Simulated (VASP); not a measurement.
# Cr (Im-3m) in VASP: further runs, part 2 of 2

VASP 6.6.1.

### Step 4. Single point, PBE+D3(BJ), collinear spin, ferromagnetic start

This run uses another cell than the first one, of 11.21 Å³/atom, 0.840 times its volume.

The input, INCAR:

```
PREC = Accurate
ENCUT = 520
EDIFF = 1E-6
ISMEAR = -1
SIGMA = 0.05
LREAL = F
LASPH = T
NELM = 150
ALGO = Normal
ISIF = 2
LWAVE = F
LCHARG = F
ISPIN = 2
MAGMOM = 3
LORBIT = 11
LMAXMIX = 4
GGA = PE
IVDW = 12
NBANDS = 16
```

The input, KPOINTS:

```
regular mesh
0
Gamma
  12 12 12
```

The input, POSCAR:

```
Cr
1.0
   -1.4100384004      1.4100384004      1.4100384004
    1.4100384004     -1.4100384004      1.4100384004
    1.4100384004      1.4100384004     -1.4100384004
Cr
1
Direct
    0.0000000000      0.0000000000      0.0000000000
```

Potentials or basis: VASP PAW PBE potentials, release 64 (Cr_pv).

The run is started by

```
$ cat potpaw_PBE.64/Cr_pv/POTCAR > POTCAR
$ mpirun -np 1 vasp_std > vasp.out
```

OUTCAR:

```text
PREC = Accurate
   ENCUT = 520
   EDIFF = 1E-6
   ISMEAR = -1
   LREAL = F
   LASPH = T
   NELM = 150
   ISIF = 2
   ISPIN = 2
   LORBIT = 11
   GGA = PE
   IVDW = 12
 IVDW          = 12

 ion  position               nearest neighbor table
   1  0.000  0.000  0.000-

  LATTYP: Found a body centered cubic cell.
 ALAT       =     2.8200768008

  Lattice vectors:

 A1 = (  -1.4100384004,   1.4100384004,   1.4100384004)
 A2 = (   1.4100384004,  -1.4100384004,   1.4100384004)
 A3 = (   1.4100384004,   1.4100384004,  -1.4100384004)

Analysis of symmetry for initial positions (statically):
=====================================================================
 Subroutine PRICEL returns:
 Original cell was already a primitive cell.

 Routine SETGRP: Setting up the symmetry group for a
 body centered cubic supercell.

 Subroutine GETGRP returns: Found 48 space group operations
 (whereof 48 operations were pure point group operations)
 out of a pool of 48 trial point group operations.

The static configuration has the point symmetry O_h .

Analysis of symmetry for dynamics (positions and initial velocities):
=====================================================================
 Subroutine PRICEL returns:
 Original cell was already a primitive cell.

 Routine SETGRP: Setting up the symmetry group for a
 body centered cubic supercell.

 Subroutine GETGRP returns: Found 48 space group operations
 (whereof 48 operations were pure point group operations)
 out of a pool of 48 trial point group operations.

The dynamic configuration has the point symmetry O_h .

Analysis of structural, dynamic, and magnetic symmetry:
=====================================================================
 Subroutine PRICEL returns:
 Original cell was already a primitive cell.

 Routine SETGRP: Setting up the symmetry group for a
 body centered cubic supercell.

 Subroutine GETGRP returns: Found 48 space group operations
 (whereof 48 operations were pure point group operations)
 out of a pool of 48 trial point group operations.

The overall configuration has the point symmetry O_h .

 Subroutine INISYM returns: Found 48 space group operations
 (whereof 48 operations are pure point group operations),
 and found     1 'primitive' translations

----------------------------------------------------------------------------------------

                                     Primitive cell

  volume of cell :      11.2138

  direct lattice vectors                    reciprocal lattice vectors
    -1.410038400  1.410038400  1.410038400     0.000000000  0.354600272  0.354600272
     1.410038400 -1.410038400  1.410038400     0.354600272  0.000000000  0.354600272
     1.410038400  1.410038400 -1.410038400     0.354600272  0.354600272  0.000000000

  length of vectors
     2.442258150  2.442258150  2.442258150     0.501480514  0.501480514  0.501480514

  position of ions in fractional coordinates (direct lattice)
     0.000000000  0.000000000  0.000000000

  ion indices of the primitive-cell ions
   primitive index   ion index
                 1           1

----------------------------------------------------------------------------------------

 KPOINTS: regular mesh

Automatic generation of k-mesh.
 Grid dimensions read from file:
 generate k-points for:   12   12   12

 Generating k-lattice:
[... 51 lines left out ...]
   NGXF,Y,Z  is equivalent  to a cutoff of  24.51, 24.51, 24.51 a.u.
 SYSTEM =  unknown system
   PREC   = accura    normal or accurate (medium, high low for compatibility)
   ISTART =      0    job   : 0-new  1-cont  2-samecut
   ICHARG =      2    charge: 1-file 2-atom 10-const
   ISPIN  =      2    spin polarized calculation?
   LNONCOLLINEAR =      F non collinear calculations
   LSORBIT =      F    spin-orbit coupling
   LASPH  =      T    aspherical Exc in radial PAW
   ENCUT  =  520.0 eV  38.22 Ry    6.18 a.u.   4.54  4.54  4.54*2*pi/ulx,y,z
   NELM   =    150;   NELMIN=  2; NELMDL= -5     # of ELM steps
   EDIFF  = 0.1E-05   stopping-criterion for ELM
   LREAL  =      F    real-space projection
   EDIFFG = 0.1E-04   stopping-criterion for IOM
   NSW    =      0    number of steps for IOM
   IBRION =     -1    ionic relax: 0-MD 1-quasi-New 2-CG
   NFREE  =      0    steps in history (QN), initial steepest desc. (CG)
   ISIF   =      2    stress and relaxation
   ISYM   =      2    0-nonsym 1-usesym 2-fastsym
   POTIM  = 0.5000    time-step for ionic-motion
   TEBEG  =    0.0;   TEEND  =   0.0 temperature during run
   PSTRESS=    0.0 pullay stress
   NELECT =      12.0000    total number of electrons
   NUPDOWN=      -1.0000    fix difference up-down
   EMIN   =  10.00;   EMAX   =-10.00  energy-range for DOS
   EFERMI =   0.00;   METHOD = LEGACY
   ISMEAR =    -1;   SIGMA  =   0.05  broadening in eV -4-tet -1-fermi 0-gaus
   EFERMI_NEDOS =   21; number of points for ismear=-14 and -15
   IALGO  =     38    algorithm
   IMIX   =      4    mixing-type and parameters
     AMIX     =   0.40;   BMIX     =  1.00
     AMIX_MAG =   1.60;   BMIX_MAG =  1.00
  volume/ion in A,a.u.               =      11.21        75.67
  Fermi-wavevector in a.u.,A,eV,Ry     =   1.674497  3.164340 38.149911  2.803939
  Thomas-Fermi vector in A             =   2.759282
   LORBIT       =     11    0 simple, 1 ext, 2 COOP (PROOUT), +10 PAW based schemes
   GGA     = PE    functional components
   LHFCALC =     F    Hartree Fock is set to
   AEXX    =    0.0000 exact exchange contribution
   IVDW    =    12    specifies the selected vdW correction
   LEPSILON=     F    determine dielectric tensor
   LRPA    =     F    only Hartree local field effects (RPA)
 spin polarized calculation
  energy-cutoff  :      520.00
  volume of cell :       11.21
 maximum number of plane-waves:       321
   NGX =  9   NGY =  9   NGZ =  9

 number of electron      12.0000011 magnetization      -0.0015877

 number of electron      12.0000011 magnetization       0.0000426

 Free energy of the ion-electron system (eV)
  ---------------------------------------------------
  ext. energy  EPLUGINS =         0.00000000
  ---------------------------------------------------
  free energy    TOTEN  =        -9.51522798 eV

  energy without entropy =       -9.51170337  energy(sigma->0) =       -9.51346567

 E-fermi :  11.3978     XC(G=0): -13.8435

 val. band max:       11.2943418077   @ k =   0.1667   0.0000   0.0000
 cond. band min:      11.4704437805   @ k =  -0.3333   0.3333   0.2500
 fundamental gap:      0.1761019729
 Fermi energy:        11.3977854135

 spin component 1

 k-point     1 :       0.0000    0.0000    0.0000
  band No.  band energies     occupation
      1     -31.2589      1.00000
      2     -31.2589      1.00000
      3     -31.2589      1.00000
      4       3.4393      1.00000
      5      10.4697      1.00000
      6      10.4697      1.00000
[... 435 lines left out ...]
      5       8.7798      1.00000
      6      11.2631      0.93662
[... 8 lines left out ...]
     15      43.9988      0.00000
     16      44.2892      0.00000

 [... further k-points ...]

 spin component 2

 k-point     1 :       0.0000    0.0000    0.0000
  band No.  band energies     occupation
      1     -31.2589      1.00000
      2     -31.2588      1.00000
      3     -31.2588      1.00000
      4       3.4394      1.00000
      5      10.4698      1.00000
      6      10.4698      1.00000
[... 435 lines left out ...]
      5       8.7798      1.00000
      6      11.2632      0.93658
[... 8 lines left out ...]
     15      43.9989      0.00000
     16      44.2892      0.00000

 [... further k-points ...]

------------------------ aborting loop because EDIFF is reached ----------------------------------------

 Edisp (eV)   -0.51061

 E8    (eV) :    -0.2272

  FORCE on cell =-STRESS in cart. coord.  units (eV):
  Direction    XX          YY          ZZ          XY          YZ          ZX
  --------------------------------------------------------------------------------------
  -------------------------------------------------------------------------------------
  Total      -0.02841    -0.02841    -0.02841     0.00000     0.00000    -0.00000
  in kB      -4.05956    -4.05956    -4.05956     0.00000     0.00000    -0.00000
  external pressure =       -4.06 kB  Pullay stress =        0.00 kB

 VOLUME and BASIS-vectors are now :
 -----------------------------------------------------------------------------
  energy-cutoff  :      520.00
  volume of cell :       11.21
      direct lattice vectors                 reciprocal lattice vectors
    -1.410038400  1.410038400  1.410038400     0.000000000  0.354600272  0.354600272
     1.410038400 -1.410038400  1.410038400     0.354600272  0.000000000  0.354600272
     1.410038400  1.410038400 -1.410038400     0.354600272  0.354600272  0.000000000

 POSITION                                       TOTAL-FORCE (eV/Angst)
 -----------------------------------------------------------------------------------
      0.00000      0.00000      0.00000         0.000000     -0.000000      0.000000
 -----------------------------------------------------------------------------------
    total drift:                                0.000000      0.000000      0.000000

  FREE ENERGIE OF THE ION-ELECTRON SYSTEM (eV)
  ---------------------------------------------------
  free  energy   TOTEN  =       -10.0258332088 eV

  energy  without entropy=      -10.0223085972  energy(sigma->0) =      -10.02407090

 total charge

# of ion       s       p       d       tot
------------------------------------------
    1        0.452   6.420   4.257  11.128

 magnetization (x)

# of ion       s       p       d       tot
------------------------------------------
    1       -0.000   0.000   0.000   0.000
```

OSZICAR:

```text
N       E                     dE             d eps       ncg     rms          rms(c)
DAV:   1     0.809556949776E+02    0.80956E+02   -0.61494E+03  4736   0.864E+02
DAV:   2    -0.810319761898E+01   -0.89059E+02   -0.84572E+02  5008   0.248E+02
DAV:   3    -0.959515518935E+01   -0.14920E+01   -0.14885E+01  5224   0.352E+01
DAV:   4    -0.959990800946E+01   -0.47528E-02   -0.47528E-02  5456   0.199E+00
DAV:   5    -0.959994007413E+01   -0.32065E-04   -0.32064E-04  5184   0.146E-01    0.192E+01
DAV:   6    -0.946352269555E+01    0.13642E+00   -0.19008E+00  4728   0.249E+01    0.419E+00
DAV:   7    -0.951438630493E+01   -0.50864E-01   -0.14571E-01  4872   0.293E+00    0.244E+00
DAV:   8    -0.951897415184E+01   -0.45878E-02   -0.63329E-03  4968   0.875E-01    0.914E-01
DAV:   9    -0.951492763683E+01    0.40465E-02   -0.19855E-03  5112   0.453E-01    0.294E-01
DAV:  10    -0.951522353188E+01   -0.29590E-03   -0.35790E-04  4944   0.156E-01    0.546E-02
DAV:  11    -0.951523428173E+01   -0.10750E-04   -0.14779E-05  5384   0.288E-02    0.228E-02
DAV:  12    -0.951522987428E+01    0.44075E-05   -0.12062E-06  4112   0.800E-03    0.639E-03
DAV:  13    -0.951522805657E+01    0.18177E-05   -0.86085E-07  3464   0.608E-03    0.181E-03
DAV:  14    -0.951522797735E+01    0.79221E-07   -0.35975E-08  2336   0.211E-03
   1 F= -.10025833E+02 E0= -.10024071E+02  d E =-.352461E-02  mag=    -0.0000
```

stdout:

```text
POSCAR found type information on POSCAR Cr
 POSCAR found :  1 types and       1 ions
 scaLAPACK will be used
 LDA part: xc-table for (Slater+PW92), standard interpolation
 POSCAR, INCAR and KPOINTS ok, starting setup
 FFT: planning ... GRIDC
 FFT: planning ... GRID_SOFT
 FFT: planning ... GRID
 WAVECAR not read
 entering main loop
```

Wall time 18 s (1 thread of Intel Xeon 6975P-C, shared host); peak memory 0.14 GiB.

What came out:

```yaml
Free_energy: -10.0258 eV
Pressure: -0.4 GPa
Band_gap_on_the_k_mesh: zero (filled and empty bands overlap)
Net_moment: 0.00 μB per cell
Valence_electrons_inside_the_program's_atomic_spheres: Cr 11.13
Dispersion_energy_per_atom: -0.511 eV
```

Levels at points of the mesh, in eV from the Fermi level:
Spin up:
| k point | band 2 | band 3 | band 4 | band 5 | band 6 | band 7 | band 8 | band 9 | band 10 | band 11 |
| --- | --- | --- | --- | --- | --- | --- | --- | --- | --- | --- |
| (0.00, 0.00, 0.00) | -42.66 | -42.66 | -7.96 | -0.93 | -0.93 | -0.93 | 1.21 | 1.21 | 7.16 | 22.53 |
| (0.50, 0.00, 0.00) | -42.97 | -42.66 | -4.57 | -2.54 | 1.20 | 1.21 | 1.57 | 2.98 | 7.16 | 10.30 |
| (0.50, 0.50, 0.50) | -43.34 | -43.34 | -4.48 | -4.48 | 2.57 | 2.57 | 2.57 | 7.16 | 10.89 | 10.89 |
Spin down:
```csv
k point,band 3,band 4,band 5,band 6,band 7,band 8,band 9,band 10
"(0.00, 0.00, 0.00)",-42.66,-7.96,-0.93,-0.93,-0.93,1.21,1.21,7.16
"(0.50, 0.00, 0.00)",-42.66,-4.57,-2.54,1.20,1.21,1.57,2.98,7.16
"(0.50, 0.50, 0.50)",-43.34,-4.48,-4.48,2.57,2.57,2.57,7.16,10.89
```

Caveat: the starting moments collapsed, and a magnetic state may lie lower; pairwise dispersion overbinds metals, which lowers pressure and volume.

### Step 5. Single point, BLYP+D4, collinear spin, ferromagnetic start

This run uses another cell than the first one, of 11.37 Å³/atom, 0.852 times its volume.

The input, INCAR:

```
SYSTEM = Cr
PREC = Accurate ; ENCUT = 520
EDIFF = 1E-7 ; ISMEAR = -1
SIGMA = 0.05 ; LREAL = .FALSE.
LASPH = .TRUE. ; NELM = 150
ALGO = Normal ; ISIF = 2
LWAVE = .FALSE. ; LCHARG = .FALSE.
ISPIN = 2 ; MAGMOM = 3
LORBIT = 11 ; LMAXMIX = 4
GGA = B5 ; ALDAX = 1.0
AGGAX = 1.0 ; AGGAC = 1.0
ALDAC = 0.0 ; IVDW = 13
VDW_S6 = 1.0 ; VDW_S8 = 2.34076671
VDW_A1 = 0.44488865 ; VDW_A2 = 4.0933009
NBANDS = 16
```

The input, KPOINTS:

```
regular mesh
0
G
  12 12 12
  0 0 0
```

The input, POSCAR:

```
Cr
1.0
   -1.4164471731      1.4164471731      1.4164471731
    1.4164471731     -1.4164471731      1.4164471731
    1.4164471731      1.4164471731     -1.4164471731
Cr
1
Direct
    0.0000000000      0.0000000000      0.0000000000
```

The run is started by

```
$ cat potpaw_PBE.64/Cr_pv/POTCAR > POTCAR
$ mpirun -np 1 vasp_std > vasp.out
```

Wall time 24 s (1 thread of Intel Xeon 6975P-C, shared host); peak memory 0.14 GiB.

It converged, with:

```yaml
Free_energy: -9.1876 eV
Pressure: -0.3 GPa
Band_gap_on_the_k_mesh: zero (filled and empty bands overlap)
Net_moment: 0.00 μB per cell
Valence_electrons_inside_the_program's_atomic_spheres: Cr 11.11
Dispersion_energy_per_atom: -0.880 eV
```

Levels at points of the mesh, in eV from the Fermi level:
Spin up:
```csv
k point,band 4,band 5,band 6,band 7,band 8,band 9
"(0.00, 0.00, 0.00)",-7.70,-0.97,-0.97,-0.97,1.18,1.18
"(0.50, 0.00, 0.00)",-4.44,-2.53,1.16,1.42,1.52,2.86
"(0.50, 0.50, 0.50)",-4.33,-4.33,2.46,2.46,2.46,6.83
```
Spin down:
```
           k point  band 3  band 4  band 5  band 6  band 7  band 8  band 9  band 10
(0.00, 0.00, 0.00)  -42.55   -7.70   -0.97   -0.97   -0.97    1.18    1.18     6.83
(0.50, 0.00, 0.00)  -42.55   -4.44   -2.53    1.16    1.42    1.52    2.86     6.83
(0.50, 0.50, 0.50)  -43.21   -4.33   -4.33    2.46    2.46    2.46    6.83    10.92
```

Caveat: the starting moments collapsed, and a magnetic state may lie lower; the PAW data sets were made with another functional, which shifts forces and pressure a little; pairwise dispersion overbinds metals, which lowers pressure and volume.

### Step 6. Relaxation of cell and atoms, PBE+D3(BJ), collinear spin, ferromagnetic start

This run uses another cell than the first one, of 13.08 Å³/atom, 0.980 times its volume.

The input, INCAR:

```
  PREC = Accurate
  ENCUT = 600
  EDIFF = 1E-6
  ISMEAR = -1
  SIGMA = 0.05
  LREAL = F
  LASPH = T
  NELM = 150
  ALGO = Normal
  ISIF = 3
  LWAVE = F
  LCHARG = F
  ISPIN = 2
  MAGMOM = 3
  LORBIT = 11
  LMAXMIX = 4
  GGA = PE
  IVDW = 12
  IBRION = 2
  NSW = 80
  EDIFFG = -0.005
```

The input, KPOINTS:

```
regular mesh
0
Gamma
  12 12 12
```

The input, POSCAR:

```
Cr
1.0
   -1.4844496776      1.4844496776      1.4844496776
    1.4844496776     -1.4844496776      1.4844496776
    1.4844496776      1.4844496776     -1.4844496776
Cr
1
Direct
    0.0000000000      0.0000000000      0.0000000000
```

Potentials or basis: VASP PAW PBE potentials, release 64 (Cr_pv).

The run is started by

```
$ cat potpaw_PBE.64/Cr_pv/POTCAR > POTCAR
$ mpirun -np 1 vasp_std > vasp.out
```

Wall time 82 s (1 thread of Intel Xeon 6975P-C, shared host); peak memory 0.18 GiB.

The run converged. Its results:

```yaml
Free_energy: -10.0275 eV
Relaxed_volume: 11.19 Å³/atom
Relaxed_cell: a = 2.441 Å, b = 2.441 Å, c = 2.441 Å, α = 109.47°, β = 109.47°, γ = 109.47°
Space_group_after_relaxing_to_0.05_Å: Im-3m (No. 229)
Energy_gained_by_relaxing: 208.3 meV/atom
Ionic_steps: 7
Pressure_after_relaxing: 0.0 GPa
Band_gap_on_the_k_mesh: zero (filled and empty bands overlap)
Net_moment: 0.00 μB per cell
Valence_electrons_inside_the_program's_atomic_spheres: Cr 11.13
Dispersion_energy_per_atom: -0.512 eV
```

The path:
| step | energy change (eV) | largest force (eV/Å) | pressure (GPa) | volume (Å³) |
| --- | --- | --- | --- | --- |
| 1 | 0.0000 | 0.0000 | -30.65 | 13.08 |
| 2 | 0.4019 | 0.0000 | 104.32 | 8.89 |
| 3 | -0.2074 | 0.0000 | -2.70 | 11.30 |
| 4 | -0.2082 | 0.0000 | -0.65 | 11.22 |
| 5 | -0.2083 | 0.0000 | 0.19 | 11.19 |
| 6 | -0.2083 | 0.0000 | -0.26 | 11.20 |
| 7 | -0.2083 | 0.0000 | 0.00 | 11.19 |

Final structure:
```
CELL_PARAMETERS angstrom
-1.40918 1.40918 1.40918
1.40918 -1.40918 1.40918
1.40918 1.40918 -1.40918
ATOMIC_POSITIONS crystal
Cr 0.00000 0.00000 0.00000
```

Levels at points of the mesh, in eV from the Fermi level:
Spin up:
```tsv
k point	band 3	band 4	band 5	band 6	band 7	band 8	band 9	band 10
(0.00, 0.00, 0.00)	-42.65	-7.96	-0.93	-0.93	-0.93	1.21	1.21	7.17
(0.50, 0.00, 0.00)	-42.66	-4.58	-2.55	1.20	1.22	1.57	2.99	7.16
(0.50, 0.50, 0.50)	-43.35	-4.50	-4.50	2.58	2.58	2.58	7.16	10.91
```
Spin down:
| k point | band 4 | band 5 | band 6 | band 7 | band 8 | band 9 |
| --- | --- | --- | --- | --- | --- | --- |
| (0.00, 0.00, 0.00) | -7.96 | -0.93 | -0.93 | -0.93 | 1.21 | 1.21 |
| (0.50, 0.00, 0.00) | -4.58 | -2.55 | 1.20 | 1.22 | 1.57 | 2.99 |
| (0.50, 0.50, 0.50) | -4.50 | -4.50 | 2.58 | 2.58 | 2.58 | 7.16 |

Caveat: the starting moments collapsed, and a magnetic state may lie lower; pairwise dispersion overbinds metals, which lowers pressure and volume.
